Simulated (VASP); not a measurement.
Wanted: the native input for a VASP 6.6.1 run.

| Item | Value |
| --- | --- |
| Task | single point |
| Functional | PBE |
| Potentials or basis | VASP PAW PBE potentials, release 64 (Ga_d, N) |
| Cutoff | 600 eV |
| k mesh | 10 × 10 × 10 |
| Occupations | gaussian, width 0.02 eV |
| Spin | no spin polarisation |
| Dipole correction | no |
| Further INCAR settings | ALGO = Normal; EDIFF = 1e-06; NBANDS = 16 |

The structure of GaN (o.bB) lies in POSCAR:

```
GaN
1.0
    0.0000000000      2.2744128224      2.2744128224
    2.2744128224      0.0000000000      2.2744128224
    2.2744128224      2.2744128224      0.0000000000
Ga N
1 1
Direct
    0.0000000000      0.0000000000      0.0000000000
    0.2500000000      0.2500000000      0.2500000000
```

One way to write it, as run:

INCAR

```
PREC = Accurate ; ENCUT = 600
EDIFF = 1E-6 ; ISMEAR = 0
SIGMA = 0.02 ; LREAL = False
LASPH = True ; NELM = 120
ALGO = Normal ; ISIF = 2
LWAVE = False ; LCHARG = False
GGA = PE ; NBANDS = 16
GGA_COMPAT = False
```

KPOINTS

```
Automatic mesh
0
Gamma
  10 10 10
```

Potentials or basis: VASP PAW PBE potentials, release 64 (Ga_d, N).

Command:

```bash
$ cat potpaw_PBE.64/Ga_d/POTCAR potpaw_PBE.64/N/POTCAR > POTCAR
$ mpirun -np 1 vasp_std > vasp.out
```

Results of the run:

The pressure is -0.1 GPa. The band gap on the k mesh is 1.55 eV, direct.

Run time: 21 s on 1 thread of Intel(R) Xeon(R) Platinum 8375C CPU @ 2.90GHz (Ice Lake) (shared host), peak memory 0.17 GiB.
